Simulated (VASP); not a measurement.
## Na: single point with PBE

Na:

```
CELL_PARAMETERS angstrom
-2.18102 2.18102 2.14926
2.18102 -2.18102 2.14926
2.18102 2.18102 -2.14926
ATOMIC_POSITIONS crystal
Na 0.00000 0.00000 0.00000
```

This cell differs from its parent crystal: strain +0.030 along x and y, +0.015 along z.

```
Program             : VASP 6.6.1
Task                : single point
Functional          : PBE
Potentials or basis : VASP PAW PBE potentials, release 64 (Na_pv)
Cutoff              : 520 eV
k mesh              : 16 × 16 × 16
Occupations         : gaussian, width 0.15 eV
Spin                : no spin polarisation
```

The pressure is -0.7 GPa.

Levels at points of the mesh, in eV from the Fermi level:
```csv
k point,band 1,band 2,band 3,band 4,band 5,band 6,band 7,band 8
"(0.00, 0.00, 0.00)",-24.98,-24.98,-24.98,-3.08,10.97,11.18,11.18,11.95
"(0.50, 0.00, 0.00)",-25.01,-24.99,-24.98,0.75,1.13,7.75,8.45,8.65
"(0.50, 0.50, 0.00)",-25.01,-24.99,-24.98,0.70,1.07,7.93,8.62,8.83
"(0.50, 0.50, 0.50)",-25.00,-25.00,-25.00,4.30,4.41,4.49,4.49,4.73
```

Run time: 49 s on 1 thread of Intel(R) Xeon(R) Platinum 8488C (Sapphire Rapids) (shared host), peak memory 0.23 GiB.

Caveat: the cell differs from its parent crystal (strain +0.030 along x and y, +0.015 along z).
